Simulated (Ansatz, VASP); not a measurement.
# Two plane-wave programs on MgTiN

File INCAR:

```
PREC = Accurate ; ENCUT = 600
EDIFF = 1E-6 ; ISMEAR = 0
SIGMA = 0.1 ; LREAL = False
LASPH = True ; NELM = 100
ALGO = Normal ; ISIF = 3
LWAVE = False ; LCHARG = False
GGA = PE ; IBRION = 2
NSW = 100 ; EDIFFG = -0.01
```

File KPOINTS:

```
regular mesh
0
Gamma
  12 12 4
```

File POSCAR:

```
MgTiN
1.0
    3.0842620400      0.0000000000      0.0000000000
   -1.5421310200      2.6710492785      0.0000000000
    0.0000000000      0.0000000000      9.9365922074
Mg Ti N
2 2 2
Direct
    0.0000000000      0.0000000000      0.0000000000
    0.0000000000      0.0000000000      0.5000000000
    0.6666666667      0.3333333333      0.2599399436
    0.6666666667      0.3333333333      0.7400600564
    0.3333333333      0.6666666667      0.3557497732
    0.3333333333      0.6666666667      0.6442502268
```

Input for Ansatz:

```yaml
crystal:
  lattice:
    - [3.08426204, 0.0, 0.0]
    - [-1.54213102, 2.6710492785, 0.0]
    - [0.0, 0.0, 9.9365922074]
  atoms:
    - { symbol: Mg, position: [0.0, 0.0, 0.0] }
    - { symbol: Mg, position: [0.0, 0.0, 0.5] }
    - { symbol: Ti, position: [0.6666666667, 0.3333333333, 0.2599399436] }
    - { symbol: Ti, position: [0.6666666667, 0.3333333333, 0.7400600564] }
    - { symbol: "N", position: [0.3333333333, 0.6666666667, 0.3557497732] }
    - { symbol: "N", position: [0.3333333333, 0.6666666667, 0.6442502268] }
basis:
  ecutwfc: 420
kpoints:
  mp_grid: { grid: [12, 12, 4] }
hamiltonian:
  xc: pbe
scf:
  occupations: { method: gaussian, width: 0.1 }
output:
  forces: true
  stress: true
  eigenvalues: true
relax:
  adjacent_minimum: "off"
  f_tol: 0.01
  max_steps: 80
  cell: { stress_tol: 0.05 }
```

Change from the starting cell: the structure that the rattled cell fell into.

Alike in both runs: task relaxation of cell and atoms; functional PBE; k mesh 12 × 12 × 4; occupations gaussian, width 0.1 eV; no spin polarisation.

|  | VASP | Ansatz |
| --- | --- | --- |
| version | VASP 6.6.1 | Ansatz 0.2.0 |
| potentials or method | VASP PAW PBE potentials, release 64 (Mg, Ti_sv, N), cutoff 600 eV | scalar-relativistic, plane waves, PAW |
| valence electrons in the cell | 38 | 54 |

```csv
,VASP,Ansatz,Ansatz less VASP
"gap on the k mesh at the Fermi level, each at its own relaxed structure (eV)",none,none,-
relaxed volume (Å³/atom),13.58,13.61,+0.024
relaxed cell length with the largest relative difference (Å),9.915,9.923,+0.0081
```

A gap of «none» marks a metal or a gap that the smearing closes. VASP's potentials hold 38 valence electrons a cell and Ansatz's 54, so a difference there can come from the potentials and not from the codes.
